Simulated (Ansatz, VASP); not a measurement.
## Two plane-wave programs on BN

```
B N
1.0
     2.56597    0.00000    0.00000
    -1.28298    2.22219    0.00000
     0.00000    0.00000    4.19755
B N
2 2
Direct
  0.33333 0.66667 0.99963
  0.66667 0.33333 0.49963
  0.33333 0.66667 0.37437
  0.66667 0.33333 0.87437
```

Change from the starting cell: strained cell.

Alike in both runs: functional PBEsol; k mesh 9 × 9 × 6; occupations gaussian, width 0.02 eV; no spin polarisation.

Ansatz relaxed the structure, and its values are those at the end. VASP's run is a single point on that final structure, the one shown.

|  | VASP | Ansatz |
| --- | --- | --- |
| version | VASP 6.6.1 | Ansatz 0.2.0 |
| potentials or method | VASP PAW PBE potentials, release 64 (B, N), cutoff 520 eV | scalar-relativistic, plane waves, PAW |
| valence electrons in the cell | 16 | 16 |

|  | VASP | Ansatz | Ansatz less VASP |
| --- | --- | --- | --- |
| gap on the k mesh at the Fermi level (eV) | 5.03 | 5.04 | +0.012 |
| least direct gap on the mesh (eV) | 8.07 | 8.07 | +0.001 |
| pressure (GPa) | -6.1 | -6.8 | -0.71 |

VASP's potentials were made for PBE, not for PBEsol, and Ansatz warns of the same on its side. With one functional, cell and mesh, what is left measures potentials, basis and numerics. Ansatz's warnings: stress scf threshold loose.
